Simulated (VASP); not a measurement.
# Br (Cmce) in VASP: notebook

The runs below take Br through single point, with PBEsol.

Program: VASP 6.6.1. These are calculated values, not measurements. Logs are shortened: lines on timing, memory, paths and dates and some standing lists are left out, and cuts for length are marked.

**1. The cell of the first run**

The structure is orthorhombic, space group Cmce (No. 64). Conventional cell: a = 6.893 Å, b = 3.840 Å, c = 8.216 Å, α = 90.00°, β = 90.00°, γ = 90.00°. Within 3.0 Å of Br (site symmetry m) lie 3 Br at 2.29 to 2.87 Å.

**2. Single point, PBEsol (27.18 Å³/atom)**

INCAR reads:

```
PREC     = Accurate       # precision mode
ENCUT    = 520            # plane-wave cutoff, eV
EDIFF    = 1E-6           # SCF threshold, eV
ISMEAR   = -1             # smearing method
SIGMA    = 0.05           # smearing width, eV
LREAL    = F              # projectors in reciprocal space
LASPH    = T              # aspherical terms in the spheres
NELM     = 60             # most SCF steps
ALGO     = Normal         # electronic algorithm
ISIF     = 2              # what is computed and relaxed
LWAVE    = F              # write WAVECAR
LCHARG   = F              # write CHGCAR
GGA      = PS             # functional
NBANDS   = 22             # bands
```

KPOINTS reads:

```
regular mesh
0
Gamma
  8 8 4
```

POSCAR reads:

```
Br
1.0
    3.4462614720     -1.9202282077      0.0000000000
    3.4462614720      1.9202282077      0.0000000000
    0.0000000000      0.0000000000      8.2156947489
Br
4
Direct
    0.8475370174      0.1524629826      0.1200462650
    0.6524629826      0.3475370174      0.6200462650
    0.1524629826      0.8475370174      0.8799537350
    0.3475370174      0.6524629826      0.3799537350
```

Potentials or basis: VASP PAW PBE potentials, release 64 (Br).

Started as:

```console
$ cat potpaw_PBE.64/Br/POTCAR > POTCAR
$ mpirun -np 1 vasp_std > vasp.out
```

OUTCAR:

```text
PREC = Accurate
   ENCUT = 520
   EDIFF = 1E-6
   ISMEAR = -1
   LREAL = F
   LASPH = T
   NELM = 60
   ISIF = 2
   GGA = PS

 ion  position               nearest neighbor table
   1  0.848  0.152  0.120-   3 2.29
   2  0.652  0.348  0.620-   4 2.29
   3  0.152  0.848  0.880-   1 2.29
   4  0.348  0.652  0.380-   2 2.29

  LATTYP: Found a base centered orthorhombic cell.
 ALAT       =     3.8404564154
 B/A-ratio  =     1.7947145335
 C/A-ratio  =     2.1392495736

  Lattice vectors:

 A1 = (  -3.4462614720,  -1.9202282077,   0.0000000000)
 A2 = (   3.4462614720,  -1.9202282077,   0.0000000000)
 A3 = (   0.0000000000,   0.0000000000,   8.2156947489)

Analysis of symmetry for initial positions (statically):
=====================================================================
 Subroutine PRICEL returns:
 Original cell was already a primitive cell.

 Routine SETGRP: Setting up the symmetry group for a
 base centered orthorhombic supercell.

 Subroutine GETGRP returns: Found  8 space group operations
 (whereof  4 operations were pure point group operations)
 out of a pool of  8 trial point group operations.

The static configuration has the point symmetry C_2h.
 The point group associated with its full space group is D_2h.

Analysis of symmetry for dynamics (positions and initial velocities):
=====================================================================
 Subroutine PRICEL returns:
 Original cell was already a primitive cell.

 Routine SETGRP: Setting up the symmetry group for a
 base centered orthorhombic supercell.

 Subroutine GETGRP returns: Found  8 space group operations
 (whereof  4 operations were pure point group operations)
 out of a pool of  8 trial point group operations.

The dynamic configuration has the point symmetry C_2h.
 The point group associated with its full space group is D_2h.

 Subroutine INISYM returns: Found  8 space group operations
 (whereof  4 operations are pure point group operations),
 and found     1 'primitive' translations

----------------------------------------------------------------------------------------

                                     Primitive cell

  volume of cell :     108.7365

  direct lattice vectors                    reciprocal lattice vectors
     3.446261472 -1.920228208  0.000000000     0.145084755 -0.260385718  0.000000000
     3.446261472  1.920228208  0.000000000     0.145084755  0.260385718  0.000000000
     0.000000000  0.000000000  8.215694749     0.000000000  0.000000000  0.121718252

  length of vectors
     3.945122876  3.945122876  8.215694749     0.298077688  0.298077688  0.121718252

  position of ions in fractional coordinates (direct lattice)
     0.847537017  0.152462983  0.120046265
     0.652462983  0.347537017  0.620046265
     0.152462983  0.847537017  0.879953735
     0.347537017  0.652462983  0.379953735

  ion indices of the primitive-cell ions
   primitive index   ion index
                 1           1
                 2           2
                 3           3
                 4           4

----------------------------------------------------------------------------------------

 KPOINTS: regular mesh

Automatic generation of k-mesh.
 Grid dimensions read from file:
 generate k-points for:    8    8    4

 Generating k-lattice:

  Cartesian coordinates                     Fractional coordinates (reciprocal lattice)
     0.018135594 -0.032548215  0.000000000     0.125000000 -0.000000000  0.000000000
     0.018135594  0.032548215  0.000000000    -0.000000000  0.125000000  0.000000000
     0.000000000  0.000000000  0.030429563     0.000000000  0.000000000  0.250000000

  Length of vectors
     0.037259711  0.037259711  0.030429563

  Shift w.r.t. Gamma in fractional coordinates (k-lattice)
     0.000000000  0.000000000  0.000000000

 Subroutine IBZKPT returns following result:
 ===========================================

 Found     63 irreducible k-points:

 Following reciprocal coordinates:
            Coordinates               Weight
  0.000000  0.000000  0.000000      1.000000
  0.125000  0.000000  0.000000      4.000000
  0.250000  0.000000  0.000000      4.000000
  0.375000  0.000000  0.000000      4.000000
  0.500000  0.000000  0.000000      2.000000
  0.125000  0.125000  0.000000      2.000000
[... 16 lines left out ...]
  0.125000  0.000000  0.250000      8.000000
  0.250000  0.000000  0.250000      8.000000
 [... further k-points ...]
   k-points           NKPTS =     63   k-points in BZ     NKDIM =     63   number of bands    NBANDS=     22
   number of dos      NEDOS =    301   number of ions     NIONS =      4
   total plane-waves  NPLWV =  57600
   dimension x,y,z NGX =    30 NGY =   30 NGZ =   64
   dimension x,y,z NGXF=    60 NGYF=   60 NGZF=  128
   ions per type =               4
   NGX,Y,Z   is equivalent  to a cutoff of  12.64, 12.64, 12.95 a.u.
   NGXF,Y,Z  is equivalent  to a cutoff of  25.28, 25.28, 25.90 a.u.
 SYSTEM =  unknown system
   PREC   = accura    normal or accurate (medium, high low for compatibility)
   ISTART =      0    job   : 0-new  1-cont  2-samecut
   ICHARG =      2    charge: 1-file 2-atom 10-const
   ISPIN  =      1    spin polarized calculation?
   LNONCOLLINEAR =      F non collinear calculations
   LSORBIT =      F    spin-orbit coupling
   LASPH  =      T    aspherical Exc in radial PAW
   ENCUT  =  520.0 eV  38.22 Ry    6.18 a.u.   7.34  7.34 15.28*2*pi/ulx,y,z
   NELM   =     60;   NELMIN=  2; NELMDL= -5     # of ELM steps
   EDIFF  = 0.1E-05   stopping-criterion for ELM
   LREAL  =      F    real-space projection
   EDIFFG = 0.1E-04   stopping-criterion for IOM
   NSW    =      0    number of steps for IOM
   IBRION =     -1    ionic relax: 0-MD 1-quasi-New 2-CG
   NFREE  =      0    steps in history (QN), initial steepest desc. (CG)
   ISIF   =      2    stress and relaxation
   ISYM   =      2    0-nonsym 1-usesym 2-fastsym
   POTIM  = 0.5000    time-step for ionic-motion
   TEBEG  =    0.0;   TEEND  =   0.0 temperature during run
   PSTRESS=    0.0 pullay stress
   NELECT =      28.0000    total number of electrons
   NUPDOWN=      -1.0000    fix difference up-down
   EMIN   =  10.00;   EMAX   =-10.00  energy-range for DOS
   EFERMI =   0.00;   METHOD = LEGACY
   ISMEAR =    -1;   SIGMA  =   0.05  broadening in eV -4-tet -1-fermi 0-gaus
   EFERMI_NEDOS =   21; number of points for ismear=-14 and -15
   IALGO  =     38    algorithm
   IMIX   =      4    mixing-type and parameters
     AMIX     =   0.40;   BMIX     =  1.00
     AMIX_MAG =   1.60;   BMIX_MAG =  1.00
  volume/ion in A,a.u.               =      27.18       183.45
  Fermi-wavevector in a.u.,A,eV,Ry     =   1.041523  1.968194 14.759207  1.084771
  Thomas-Fermi vector in A             =   2.176148
   LORBIT       =      0    0 simple, 1 ext, 2 COOP (PROOUT), +10 PAW based schemes
   GGA     = PS    functional components
   LHFCALC =     F    Hartree Fock is set to
   AEXX    =    0.0000 exact exchange contribution
   IVDW    =     0    specifies the selected vdW correction
   LEPSILON=     F    determine dielectric tensor
   LRPA    =     F    only Hartree local field effects (RPA)
 non-spin polarized calculation
  energy-cutoff  :      520.00
  volume of cell :      108.74
 maximum number of plane-waves:      2950
 NGX is ok and might be reduce to    30
   NGX = 15   NGY = 15   NGZ = 31

 number of electron      27.9999997 magnetization

 Free energy of the ion-electron system (eV)
  ---------------------------------------------------
  ext. energy  EPLUGINS =         0.00000000
  ---------------------------------------------------
  free energy    TOTEN  =        -7.14919943 eV

  energy without entropy =       -7.14919939  energy(sigma->0) =       -7.14919941

 E-fermi :   2.4600     XC(G=0):  -9.0721

 val. band max:        1.7503720596   @ k =   0.0000   0.0000   0.0000
 cond. band min:       3.2397063274   @ k =   0.5000   0.3750   0.0000
 fundamental gap:      1.4893342678
 Fermi energy:         2.4600262775

 k-point     1 :       0.0000    0.0000    0.0000
  band No.  band energies     occupation
      1     -15.3031      2.00000
      2     -14.3642      2.00000
      3     -12.7669      2.00000
      4     -10.8027      2.00000
      5      -4.4818      2.00000
      6      -2.2378      2.00000
[... 14 lines left out ...]
     21      11.0866      0.00000
     22      11.3501      0.00000

 k-point     2 :       0.1250    0.0000    0.0000
  band No.  band energies     occupation
      1     -15.2196      2.00000
      2     -14.3342      2.00000
      3     -12.6955      2.00000
      4     -10.8938      2.00000
      5      -4.4718      2.00000
      6      -2.4978      2.00000
[... 14 lines left out ...]
     21      10.6101      0.00000
     22      11.0871      0.00000

 k-point     3 :       0.2500    0.0000    0.0000
  band No.  band energies     occupation
      1     -14.9904      2.00000
      2     -14.2752      2.00000
      3     -12.4977      2.00000
      4     -11.1492      2.00000
      5      -4.5154      2.00000
      6      -3.3351      2.00000
[... 14 lines left out ...]
     21      10.6719      0.00000
     22      10.9671      0.00000

 k-point     4 :       0.3750    0.0000    0.0000
  band No.  band energies     occupation
      1     -14.6830      2.00000
      2     -14.2712      2.00000
      3     -12.2131      2.00000
      4     -11.5059      2.00000
      5      -4.6427      2.00000
      6      -4.1489      2.00000
[... 14 lines left out ...]
     21      11.3380      0.00000
     22      12.5998      0.00000

 k-point     5 :       0.5000    0.0000    0.0000
  band No.  band energies     occupation
      1     -14.4087      2.00000
      2     -14.4087      2.00000
      3     -11.8767      2.00000
      4     -11.8767      2.00000
      5      -4.5943      2.00000
      6      -4.5943      2.00000
[... 417 lines left out ...]
 k-point    22 :       0.0000    0.0000    0.2500
  band No.  band energies     occupation
      1     -15.2120      2.00000
      2     -14.5882      2.00000
      3     -12.4191      2.00000
      4     -11.0786      2.00000
      5      -4.1715      2.00000
      6      -2.6476      2.00000
[... 14 lines left out ...]
     21      11.0219      0.00000
     22      11.3129      0.00000

 k-point    23 :       0.1250    0.0000    0.2500
  band No.  band energies     occupation
      1     -15.1320      2.00000
      2     -14.5398      2.00000
      3     -12.3768      2.00000
      4     -11.1425      2.00000
      5      -4.2234      2.00000
      6      -2.9188      2.00000
[... 14 lines left out ...]
     21      10.5013      0.00000
     22      10.8306      0.00000

 k-point    24 :       0.2500    0.0000    0.2500
  band No.  band energies     occupation
      1     -14.9146      2.00000
      2     -14.4271      2.00000
      3     -12.2634      2.00000
      4     -11.3300      2.00000
      5      -4.3652      2.00000
      6      -3.4575      2.00000
[... 14 lines left out ...]
     21      10.4896      0.00000
     22      10.7048      0.00000

 [... further k-points ...]
[... 5 lines left out ...]
  --------------------------------------------------------------------------------------
  -------------------------------------------------------------------------------------
  Total        0.3858921      4.1782721      7.7347430      0.0000000      0.0000000      0.0000000
  in kB        5.6859251     61.5647251    113.9675235      0.0000000      0.0000000      0.0000000
  external PRESSURE =      60.4060579 kB  Pullay stress =       0.0000000 kB

 VOLUME and BASIS-vectors are now :
 -----------------------------------------------------------------------------
  energy-cutoff  :      520.00
  volume of cell :      108.74
      direct lattice vectors                 reciprocal lattice vectors
     3.446261472 -1.920228208  0.000000000     0.145084755 -0.260385718  0.000000000
     3.446261472  1.920228208  0.000000000     0.145084755  0.260385718  0.000000000
     0.000000000  0.000000000  8.215694749     0.000000000  0.000000000  0.121718252

 POSITION                                       TOTAL-FORCE (eV/Angst)
 -----------------------------------------------------------------------------------
      3.44626     -1.33470      0.98626         0.000000      0.663071      0.696542
      3.44626     -0.58553      5.09411         0.000000     -0.663071      0.696542
      3.44626      1.33470      7.22943         0.000000     -0.663071     -0.696542
      3.44626      0.58553      3.12158         0.000000      0.663071     -0.696542
 -----------------------------------------------------------------------------------
    total drift:                               -0.000000      0.000000     -0.000000

  FREE ENERGIE OF THE ION-ELECTRON SYSTEM (eV)
  ---------------------------------------------------
  free  energy   TOTEN  =        -7.1491994305 eV

  energy  without entropy=       -7.1491993880  energy(sigma->0) =       -7.14919941
```

It took 3.4 min on 1 thread of Oxide Virtual Turin-like, shared host; peak memory 0.23 GiB.

What came out:

- Free energy: -7.1492 eV
- Pressure: 6.0 GPa
- Largest force: 0.962 eV/Å
- Band gap on the k mesh: 1.49 eV (least direct gap 1.59 eV)

Forces in eV/Å, atoms in the order of the input:
```
Br   0.000  0.663  0.697
Br   0.000 -0.663  0.697
Br   0.000 -0.663 -0.697
Br   0.000  0.663 -0.697
```

Stress tensor (GPa, compression positive):
```
 0.57  0.00  0.00
 0.00  6.16  0.00
 0.00  0.00 11.40
```

Levels at points of the mesh, in eV from the valence-band top:
| k point | band 11 | band 12 | band 13 | band 14 | band 15 | band 16 | band 17 | band 18 |
| --- | --- | --- | --- | --- | --- | --- | --- | --- |
| (0.00, 0.00, 0.00) | -1.82 | -0.88 | -0.82 | 0.00 | 1.59 | 2.73 | 5.34 | 6.01 |
| (0.50, 0.00, 0.00) | -2.11 | -2.11 | -1.07 | -1.07 | 3.04 | 3.04 | 6.02 | 6.02 |
| (0.50, 0.50, 0.00) | -2.39 | -1.96 | -1.00 | -0.42 | 1.53 | 2.52 | 5.89 | 7.24 |
| (0.00, 0.00, 0.50) | -1.34 | -1.34 | -0.34 | -0.34 | 1.83 | 1.83 | 5.96 | 5.96 |
| (0.50, 0.00, 0.50) | -1.24 | -1.24 | -0.07 | -0.07 | 1.91 | 1.91 | 6.54 | 6.54 |
| (0.50, 0.50, 0.50) | -1.55 | -1.55 | -1.44 | -1.44 | 1.72 | 1.72 | 7.28 | 7.28 |

Caveat: the stress differs along the axes, from 1 to 11 GPa; the PAW data sets were made with another functional, which shifts forces and pressure a little. A k mesh can miss the band edges.

**3. Single point, PBEsol (28.42 Å³/atom)**

This run uses another cell than the first one, of 28.42 Å³/atom.

INCAR reads:

```
SYSTEM = Br
  PREC = Accurate
  ENCUT = 520
  EDIFF = 1E-7
  ISMEAR = -1
  SIGMA = 0.05
  LREAL = .False.
  LASPH = .True.
  NELM = 80
  ALGO = Normal
  ISIF = 2
  LWAVE = .False.
  LCHARG = .False.
  GGA = PS
  NBANDS = 22
```

KPOINTS reads:

```
regular mesh
0
Gamma
  8 8 4
  0 0 0
```

POSCAR reads:

```
Br
1.0
    3.4977057949     -1.9488925562      0.0000000000
    3.4977057949      1.9488925562      0.0000000000
    0.0000000000      0.0000000000      8.3383351395
Br
4
Direct
    0.8475370174      0.1524629826      0.1200462650
    0.6524629826      0.3475370174      0.6200462650
    0.1524629826      0.8475370174      0.8799537350
    0.3475370174      0.6524629826      0.3799537350
```

Potentials or basis: VASP PAW PBE potentials, release 64 (Br).

Started as:

```console
$ cat potpaw_PBE.64/Br/POTCAR > POTCAR
$ mpirun -np 1 vasp_std > vasp.out
```

It took 3.5 min on 1 thread of Oxide Virtual Turin-like, shared host; peak memory 0.25 GiB.

It converged, with:

```
Free energy            : -7.2959 eV
Pressure               : 3.5 GPa
Largest force          : 0.599 eV/Å
Band gap on the k mesh : 1.38 eV (least direct gap 1.46 eV)
```

Forces on the atoms (eV/Å):
```
Br   0.000  0.413  0.434
Br   0.000 -0.413  0.434
Br   0.000 -0.413 -0.434
Br   0.000  0.413 -0.434
```

Stress tensor (GPa, compression positive):
```
0.32 0.00 0.00
0.00 3.62 0.00
0.00 0.00 6.69
```

Levels at points of the mesh, in eV from the valence-band top:
```csv
k point,band 11,band 12,band 13,band 14,band 15,band 16,band 17,band 18
"(0.00, 0.00, 0.00)",-1.74,-0.81,-0.76,0.00,1.46,2.58,5.40,6.19
"(0.50, 0.00, 0.00)",-1.98,-1.98,-0.99,-0.99,2.83,2.83,6.20,6.20
"(0.50, 0.50, 0.00)",-2.27,-1.86,-0.93,-0.39,1.41,2.39,6.09,7.36
"(0.00, 0.00, 0.50)",-1.27,-1.27,-0.31,-0.31,1.73,1.73,6.02,6.02
"(0.50, 0.00, 0.50)",-1.14,-1.14,-0.09,-0.09,1.81,1.81,6.68,6.68
"(0.50, 0.50, 0.50)",-1.46,-1.46,-1.31,-1.31,1.64,1.64,7.39,7.39
```

Caveat: the stress differs along the axes, from 0 to 7 GPa; the PAW data sets were made with another functional, which shifts forces and pressure a little.

**4. Single point, PBEsol (29.66 Å³/atom)**

This run uses another cell than the first one, of 29.66 Å³/atom.

INCAR reads:

```
PREC = Accurate
ENCUT = 520
EDIFF = 1E-6
ISMEAR = -1
SIGMA = 0.05
LREAL = F
LASPH = T
NELM = 60
ALGO = Normal
ISIF = 2
LWAVE = F
LCHARG = F
GGA = PS
NBANDS = 22
```

KPOINTS reads:

```
Automatic mesh
0
Gamma
  8 8 4
```

POSCAR reads:

```
Br
1.0
    3.5476797723     -1.9767376404      0.0000000000
    3.5476797723      1.9767376404      0.0000000000
    0.0000000000      0.0000000000      8.4574703087
Br
4
Direct
    0.8475370174      0.1524629826      0.1200462650
    0.6524629826      0.3475370174      0.6200462650
    0.1524629826      0.8475370174      0.8799537350
    0.3475370174      0.6524629826      0.3799537350
```

Started as:

```console
$ cat potpaw_PBE.64/Br/POTCAR > POTCAR
$ mpirun -np 1 vasp_std > vasp.out
```

It took 3.5 min on 1 thread of Oxide Virtual Turin-like, shared host; peak memory 0.24 GiB.

It converged, with:

```
Free energy            : -7.3740 eV
Pressure               : 1.6 GPa
Largest force          : 0.288 eV/Å
Band gap on the k mesh : 1.27 eV (least direct gap 1.34 eV)
```

Forces on the atoms (eV/Å):
```
Br   0.000  0.199  0.208
Br   0.000 -0.199  0.208
Br   0.000 -0.199 -0.208
Br   0.000  0.199 -0.208
```

Stress tensor (GPa, compression positive):
```
0.13 0.00 0.00
0.00 1.62 0.00
0.00 0.00 2.96
```

Levels at points of the mesh, in eV from the valence-band top:
| k point | band 11 | band 12 | band 13 | band 14 | band 15 | band 16 | band 17 | band 18 |
| --- | --- | --- | --- | --- | --- | --- | --- | --- |
| (0.00, 0.00, 0.00) | -1.65 | -0.75 | -0.71 | 0.00 | 1.34 | 2.44 | 5.45 | 6.34 |
| (0.50, 0.00, 0.00) | -1.87 | -1.87 | -0.91 | -0.91 | 2.64 | 2.64 | 6.36 | 6.36 |
| (0.50, 0.50, 0.00) | -2.15 | -1.76 | -0.86 | -0.35 | 1.30 | 2.27 | 6.27 | 7.47 |
| (0.00, 0.00, 0.50) | -1.21 | -1.21 | -0.29 | -0.29 | 1.63 | 1.63 | 6.07 | 6.07 |
| (0.50, 0.00, 0.50) | -1.05 | -1.05 | -0.11 | -0.11 | 1.71 | 1.71 | 6.81 | 6.81 |
| (0.50, 0.50, 0.50) | -1.38 | -1.38 | -1.20 | -1.20 | 1.57 | 1.57 | 7.49 | 7.49 |

Caveat: the PAW data sets were made with another functional, which shifts forces and pressure a little.

**5. Summary**

```csv
cell,gap on the mesh (eV),pressure (GPa),largest force (eV/Å)
"a = 3.945, b = 3.945, c = 8.216 Å, angles 90.0, 90.0, 58.3°, 4 atoms",1.49,6.0,0.96
"a = 4.004, b = 4.004, c = 8.338 Å, angles 90.0, 90.0, 58.3°, 4 atoms",1.38,3.5,0.60
"a = 4.061, b = 4.061, c = 8.457 Å, angles 90.0, 90.0, 58.3°, 4 atoms",1.27,1.6,0.29
```

Alike in all rows: task single point; level PBEsol; potentials or basis VASP PAW PBE potentials, release 64 (Br); no spin polarisation; k mesh 8 × 8 × 4; cutoff (eV) 520; smearing fermi-dirac 0.05 eV.

Caveats: the PAW data sets were made with another functional, which shifts forces and pressure a little; the stress differs along the axes, from 1 to 11 GPa (at least some runs); the stress differs along the axes, from 0 to 7 GPa (at least some runs).

Total energies depend on the potentials used, so only differences within one code and one set of settings carry meaning.
